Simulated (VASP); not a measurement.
# Fe (Im-3m) in VASP: notebook

Runs on Fe. Level: RPBE. Tasks: single point.

All numbers are computed with VASP 6.6.1; they aren't measurements. Logs are shortened: lines on timing, memory, paths and dates and some standing lists are left out, and cuts for length are marked.

## 1. The cell of the first run

Symmetry: Im-3m, No. 229, cubic system. Conventional cell: a = 2.782 Å, b = 2.782 Å, c = 2.782 Å, α = 90.00°, β = 90.00°, γ = 90.00°. Within 3.2 Å of Fe (site symmetry m-3m) lie 14 Fe at 2.41 to 2.78 Å.

## 2. Single point, RPBE, collinear spin, ferromagnetic start (10.77 Å³/atom)

File INCAR:

```
SYSTEM = Fe
ALGO = Normal
EDIFF = 1E-6
ENCUT = 520
GGA = RP
ISIF = 2
ISMEAR = -1
ISPIN = 2
LASPH = .True.
LCHARG = .False.
LMAXMIX = 4
LORBIT = 11
LREAL = .False.
LWAVE = .False.
MAGMOM = 2.303
NBANDS = 14
NELM = 150
PREC = Accurate
SIGMA = 0.05
```

File KPOINTS:

```
k-points
0
Gamma
  25 25 25
  0 0 0
```

File POSCAR:

```
Fe
1.0
   -1.3911407786      1.3911407786      1.3911407786
    1.3911407786     -1.3911407786      1.3911407786
    1.3911407786      1.3911407786     -1.3911407786
Fe
1
Direct
    0.0000000000      0.0000000000      0.0000000000
```

Potentials or basis: VASP PAW PBE potentials, release 64 (Fe).

On the command line:

```sh
$ cat potpaw_PBE.64/Fe/POTCAR > POTCAR
$ mpirun -np 1 vasp_std > vasp.out
```

OUTCAR:

```text
SYSTEM = Fe
   EDIFF = 1E-6
   ENCUT = 520
   GGA = RP
   ISIF = 2
   ISMEAR = -1
   ISPIN = 2
   LASPH = .True.
   LORBIT = 11
   LREAL = .False.
   NELM = 150
   PREC = Accurate

 ion  position               nearest neighbor table
   1  0.000  0.000  0.000-

  LATTYP: Found a body centered cubic cell.
 ALAT       =     2.7822815572

  Lattice vectors:

 A1 = (  -1.3911407786,   1.3911407786,   1.3911407786)
 A2 = (   1.3911407786,  -1.3911407786,   1.3911407786)
 A3 = (   1.3911407786,   1.3911407786,  -1.3911407786)

Analysis of symmetry for initial positions (statically):
=====================================================================
 Subroutine PRICEL returns:
 Original cell was already a primitive cell.

 Routine SETGRP: Setting up the symmetry group for a
 body centered cubic supercell.

 Subroutine GETGRP returns: Found 48 space group operations
 (whereof 48 operations were pure point group operations)
 out of a pool of 48 trial point group operations.

The static configuration has the point symmetry O_h .

Analysis of symmetry for dynamics (positions and initial velocities):
=====================================================================
 Subroutine PRICEL returns:
 Original cell was already a primitive cell.

 Routine SETGRP: Setting up the symmetry group for a
 body centered cubic supercell.

 Subroutine GETGRP returns: Found 48 space group operations
 (whereof 48 operations were pure point group operations)
 out of a pool of 48 trial point group operations.

The dynamic configuration has the point symmetry O_h .

Analysis of structural, dynamic, and magnetic symmetry:
=====================================================================
 Subroutine PRICEL returns:
 Original cell was already a primitive cell.

 Routine SETGRP: Setting up the symmetry group for a
 body centered cubic supercell.

 Subroutine GETGRP returns: Found 48 space group operations
 (whereof 48 operations were pure point group operations)
 out of a pool of 48 trial point group operations.

The overall configuration has the point symmetry O_h .

 Subroutine INISYM returns: Found 48 space group operations
 (whereof 48 operations are pure point group operations),
 and found     1 'primitive' translations

----------------------------------------------------------------------------------------

                                     Primitive cell

  volume of cell :      10.7689

  direct lattice vectors                    reciprocal lattice vectors
    -1.391140779  1.391140779  1.391140779     0.000000000  0.359417255  0.359417255
     1.391140779 -1.391140779  1.391140779     0.359417255  0.000000000  0.359417255
     1.391140779  1.391140779 -1.391140779     0.359417255  0.359417255  0.000000000

  length of vectors
     2.409526509  2.409526509  2.409526509     0.508292757  0.508292757  0.508292757

  position of ions in fractional coordinates (direct lattice)
     0.000000000  0.000000000  0.000000000

  ion indices of the primitive-cell ions
   primitive index   ion index
                 1           1

----------------------------------------------------------------------------------------

 KPOINTS: k-points

Automatic generation of k-mesh.
 Grid dimensions read from file:
 generate k-points for:   25   25   25

 Generating k-lattice:

  Cartesian coordinates                     Fractional coordinates (reciprocal lattice)
     0.000000000  0.014376690  0.014376690     0.040000000  0.000000000  0.000000000
     0.014376690  0.000000000  0.014376690     0.000000000  0.040000000  0.000000000
     0.014376690  0.014376690  0.000000000     0.000000000  0.000000000  0.040000000

  Length of vectors
     0.020331710  0.020331710  0.020331710

  Shift w.r.t. Gamma in fractional coordinates (k-lattice)
     0.000000000  0.000000000  0.000000000

 Subroutine IBZKPT returns following result:
 ===========================================

 Found    455 irreducible k-points:

 Following reciprocal coordinates:
            Coordinates               Weight
  0.000000  0.000000  0.000000      1.000000
  0.040000  0.000000  0.000000     12.000000
  0.080000  0.000000  0.000000     12.000000
  0.120000  0.000000  0.000000     12.000000
  0.160000  0.000000  0.000000     12.000000
  0.200000  0.000000  0.000000     12.000000
[... 16 lines left out ...]
  0.400000  0.040000  0.000000     48.000000
  0.440000  0.040000  0.000000     48.000000
 [... further k-points ...]
   k-points           NKPTS =    455   k-points in BZ     NKDIM =    455   number of bands    NBANDS=     14
   number of dos      NEDOS =    301   number of ions     NIONS =      1
   total plane-waves  NPLWV =   5832
   dimension x,y,z NGX =    18 NGY =   18 NGZ =   18
   dimension x,y,z NGXF=    36 NGYF=   36 NGZF=   36
   ions per type =               1
   NGX,Y,Z   is equivalent  to a cutoff of  12.42, 12.42, 12.42 a.u.
   NGXF,Y,Z  is equivalent  to a cutoff of  24.84, 24.84, 24.84 a.u.
 SYSTEM =  Fe
   PREC   = accura    normal or accurate (medium, high low for compatibility)
   ISTART =      0    job   : 0-new  1-cont  2-samecut
   ICHARG =      2    charge: 1-file 2-atom 10-const
   ISPIN  =      2    spin polarized calculation?
   LNONCOLLINEAR =      F non collinear calculations
   LSORBIT =      F    spin-orbit coupling
   LASPH  =      T    aspherical Exc in radial PAW
   ENCUT  =  520.0 eV  38.22 Ry    6.18 a.u.   4.48  4.48  4.48*2*pi/ulx,y,z
   NELM   =    150;   NELMIN=  2; NELMDL= -5     # of ELM steps
   EDIFF  = 0.1E-05   stopping-criterion for ELM
   LREAL  =      F    real-space projection
   EDIFFG = 0.1E-04   stopping-criterion for IOM
   NSW    =      0    number of steps for IOM
   IBRION =     -1    ionic relax: 0-MD 1-quasi-New 2-CG
   NFREE  =      0    steps in history (QN), initial steepest desc. (CG)
   ISIF   =      2    stress and relaxation
   ISYM   =      2    0-nonsym 1-usesym 2-fastsym
   POTIM  = 0.5000    time-step for ionic-motion
   TEBEG  =    0.0;   TEEND  =   0.0 temperature during run
   PSTRESS=    0.0 pullay stress
   NELECT =       8.0000    total number of electrons
   NUPDOWN=      -1.0000    fix difference up-down
   EMIN   =  10.00;   EMAX   =-10.00  energy-range for DOS
   EFERMI =   0.00;   METHOD = LEGACY
   ISMEAR =    -1;   SIGMA  =   0.05  broadening in eV -4-tet -1-fermi 0-gaus
   EFERMI_NEDOS =   21; number of points for ismear=-14 and -15
   IALGO  =     38    algorithm
   IMIX   =      4    mixing-type and parameters
     AMIX     =   0.40;   BMIX     =  1.00
     AMIX_MAG =   1.60;   BMIX_MAG =  1.00
  volume/ion in A,a.u.               =      10.77        72.67
  Fermi-wavevector in a.u.,A,eV,Ry     =   1.482679  2.801857 29.910183  2.198336
  Thomas-Fermi vector in A             =   2.596435
   LORBIT       =     11    0 simple, 1 ext, 2 COOP (PROOUT), +10 PAW based schemes
   GGA     = RP    functional components
   LHFCALC =     F    Hartree Fock is set to
   AEXX    =    0.0000 exact exchange contribution
   IVDW    =     0    specifies the selected vdW correction
   LEPSILON=     F    determine dielectric tensor
   LRPA    =     F    only Hartree local field effects (RPA)
 spin polarized calculation
  energy-cutoff  :      520.00
  volume of cell :       10.77
 maximum number of plane-waves:       321
 NGX is ok and might be reduce to    18
   NGX =  9   NGY =  9   NGZ =  9

 number of electron       8.0000002 magnetization       2.1198151

 Free energy of the ion-electron system (eV)
  ---------------------------------------------------
  ext. energy  EPLUGINS =         0.00000000
  ---------------------------------------------------
  free energy    TOTEN  =        -7.71457435 eV

  energy without entropy =       -7.70719211  energy(sigma->0) =       -7.71088323

 E-fermi :   6.5283     XC(G=0): -13.3369

 val. band max:        6.5245361481   @ k =  -0.4000  -0.4800   0.1200
 cond. band min:       6.5302019224   @ k =  -0.4800  -0.4800   0.0400
 fundamental gap:      0.0056657743
 Fermi energy:         6.5282595346

 spin component 1

 k-point     1 :       0.0000    0.0000    0.0000
  band No.  band energies     occupation
      1      -2.2112      1.00000
      2       4.1000      1.00000
      3       4.1000      1.00000
      4       4.1000      1.00000
      5       5.3998      1.00000
      6       5.3998      1.00000
      7      32.0523      0.00000
      8      32.0523      0.00000
      9      32.0523      0.00000
     10      37.4980      0.00000
     11      37.4980      0.00000
     12      40.1712      0.00000
     13      40.1712      0.00000
     14      40.1712      0.00000

 k-point     2 :       0.0400    0.0000    0.0000
  band No.  band energies     occupation
      1      -2.1417      1.00000
      2       4.0801      1.00000
      3       4.0988      1.00000
      4       4.1386      1.00000
      5       5.3792      1.00000
      6       5.4014      1.00000
      7      31.6013      0.00000
      8      31.9641      0.00000
      9      32.0143      0.00000
     10      37.2033      0.00000
     11      37.7939      0.00000
     12      38.9710      0.00000
     13      39.0953      0.00000
     14      40.3448      0.00000
[... 343 lines left out ...]
      1       1.3359      1.00000
      2       3.0012      1.00000
      3       5.2927      1.00000
      4       5.5299      1.00000
      5       6.0717      0.99989
      6       7.0545      0.00003
      7      15.8072      0.00000
      8      25.4077      0.00000
      9      27.7761      0.00000
     10      31.2472      0.00000
     11      35.2672      0.00000
     12      41.5616      0.00000
     13      44.5186      0.00000
     14      50.6551      0.00000

 k-point    24 :       0.4400    0.0400    0.0000
  band No.  band energies     occupation
      1       1.3372      1.00000
      2       2.9513      1.00000
      3       5.4262      1.00000
      4       5.5299      1.00000
      5       6.4499      0.82725
      6       7.4185      0.00000
      7      14.7811      0.00000
      8      25.1703      0.00000
      9      27.4393      0.00000
     10      31.2020      0.00000
     11      35.2858      0.00000
     12      41.6609      0.00000
     13      45.8378      0.00000
     14      49.0817      0.00000

 [... further k-points ...]

 spin component 2

 k-point     1 :       0.0000    0.0000    0.0000
  band No.  band energies     occupation
      1      -2.0763      1.00000
      2       5.9689      0.99999
      3       5.9690      0.99999
      4       5.9690      0.99999
      5       8.1852      0.00000
      6       8.1854      0.00000
      7      31.7511      0.00000
      8      31.7511      0.00000
      9      31.7511      0.00000
     10      37.6605      0.00000
     11      37.6605      0.00000
     12      40.7692      0.00000
     13      40.7692      0.00000
     14      40.7692      0.00000

 k-point     2 :       0.0400    0.0000    0.0000
  band No.  band energies     occupation
      1      -2.0065      1.00000
      2       5.9451      0.99999
      3       5.9652      0.99999
      4       6.0107      0.99997
      5       8.1583      0.00000
      6       8.1869      0.00000
      7      31.3751      0.00000
      8      31.6831      0.00000
      9      31.7372      0.00000
     10      37.4250      0.00000
     11      37.9564      0.00000
     12      39.7603      0.00000
     13      39.8599      0.00000
     14      40.9228      0.00000
[... 343 lines left out ...]
      1       2.4528      1.00000
      2       4.6733      1.00000
      3       6.3964      0.93318
      4       7.9938      0.00000
      5       8.4779      0.00000
      6       9.0374      0.00000
      7      16.9407      0.00000
      8      25.4791      0.00000
      9      28.3332      0.00000
     10      31.6357      0.00000
     11      35.9035      0.00000
     12      41.6333      0.00000
     13      44.7514      0.00000
     14      51.3625      0.00000

 k-point    24 :       0.4400    0.0400    0.0000
  band No.  band energies     occupation
      1       2.5620      1.00000
      2       4.6155      1.00000
      3       6.7853      0.00582
      4       8.0179      0.00000
      5       8.5196      0.00000
      6       9.2443      0.00000
      7      16.0550      0.00000
      8      25.2321      0.00000
      9      27.9778      0.00000
     10      31.6078      0.00000
     11      35.9364      0.00000
     12      41.6765      0.00000
     13      46.0744      0.00000
     14      49.7817      0.00000

 [... further k-points ...]
[... 5 lines left out ...]
  --------------------------------------------------------------------------------------
  -------------------------------------------------------------------------------------
  Total        1.1733290      1.1733290      1.1733290     -0.0000000     -0.0000000     -0.0000000
  in kB      174.5649859    174.5649859    174.5649859     -0.0000000     -0.0000000     -0.0000000
  external PRESSURE =     174.5649859 kB  Pullay stress =       0.0000000 kB

 VOLUME and BASIS-vectors are now :
 -----------------------------------------------------------------------------
  energy-cutoff  :      520.00
  volume of cell :       10.77
      direct lattice vectors                 reciprocal lattice vectors
    -1.391140779  1.391140779  1.391140779     0.000000000  0.359417255  0.359417255
     1.391140779 -1.391140779  1.391140779     0.359417255  0.000000000  0.359417255
     1.391140779  1.391140779 -1.391140779     0.359417255  0.359417255  0.000000000

 POSITION                                       TOTAL-FORCE (eV/Angst)
 -----------------------------------------------------------------------------------
      0.00000      0.00000      0.00000         0.000000     -0.000000     -0.000000
 -----------------------------------------------------------------------------------
    total drift:                                0.000000      0.000000      0.000000

  FREE ENERGIE OF THE ION-ELECTRON SYSTEM (eV)
  ---------------------------------------------------
  free  energy   TOTEN  =        -7.7145743527 eV

  energy  without entropy=       -7.7071921110  energy(sigma->0) =       -7.71088323

 total charge

# of ion       s       p       d       tot
------------------------------------------
    1        0.511   0.593   6.276   7.380

 magnetization (x)

# of ion       s       p       d       tot
------------------------------------------
    1       -0.014  -0.061   2.184   2.108
```

Run time: 63 s. Hardware: 1 thread of Intel Xeon Platinum 8488C (Sapphire Rapids), shared host; peak memory 0.21 GiB.

Results:

```
Free energy                                           : -7.7146 eV
Pressure                                              : 17.5 GPa
Net moment                                            : 2.12 μB per cell
Site moments                                          : Fe +2.11 μB
Valence electrons inside the program's atomic spheres : Fe 7.38
```

Caveat: the cell stands under pressure; the PAW data sets were made with another functional, which shifts forces and pressure a little.

## 3. Single point, RPBE, collinear spin, ferromagnetic start (11.24 Å³/atom)

This run uses another cell than the first one, of 11.24 Å³/atom.

File INCAR:

```
SYSTEM = Fe
PREC = Accurate
ENCUT = 520
EDIFF = 1E-6
ISMEAR = -1
SIGMA = 0.05
LREAL = .FALSE.
LASPH = .TRUE.
NELM = 150
ALGO = Normal
ISIF = 2
LWAVE = .FALSE.
LCHARG = .FALSE.
ISPIN = 2
MAGMOM = 2.303
LORBIT = 11
LMAXMIX = 4
GGA = RP
NBANDS = 14
```

File KPOINTS:

```
Automatic mesh
0
G
  25 25 25
  0 0 0
```

File POSCAR:

```
Fe
1.0
   -1.4110169037      1.4110169037      1.4110169037
    1.4110169037     -1.4110169037      1.4110169037
    1.4110169037      1.4110169037     -1.4110169037
Fe
1
Direct
    0.0000000000      0.0000000000      0.0000000000
```

Potentials or basis: VASP PAW PBE potentials, release 64 (Fe).

On the command line:

```sh
$ cat potpaw_PBE.64/Fe/POTCAR > POTCAR
$ mpirun -np 1 vasp_std > vasp.out
```

It took 62 s on 1 thread of Intel Xeon Platinum 8488C (Sapphire Rapids), shared host; peak memory 0.21 GiB.

The run converged. Its results:

| Quantity | Value |
| --- | --- |
| Free energy | -7.7509 eV |
| Pressure | 7.5 GPa |
| Net moment | 2.19 μB per cell |
| Site moments | Fe +2.19 μB |
| Valence electrons inside the program's atomic spheres | Fe 7.29 |

Levels at points of the mesh, in eV from the Fermi level:
Spin up:
```
           k point  band 3  band 4  band 5  band 6  band 7  band 8
(0.00, 0.00, 0.00)   -2.33   -2.33   -1.11   -1.11   25.14   25.14
```
Spin down:
```
           k point  band 1  band 2  band 3  band 4  band 5  band 6  band 7  band 8
(0.00, 0.00, 0.00)   -8.34   -0.38   -0.38   -0.38    1.73    1.73   24.80   24.80
```

Caveat: the cell stands under pressure; the PAW data sets were made with another functional, which shifts forces and pressure a little.

[end of part 1 of 2]
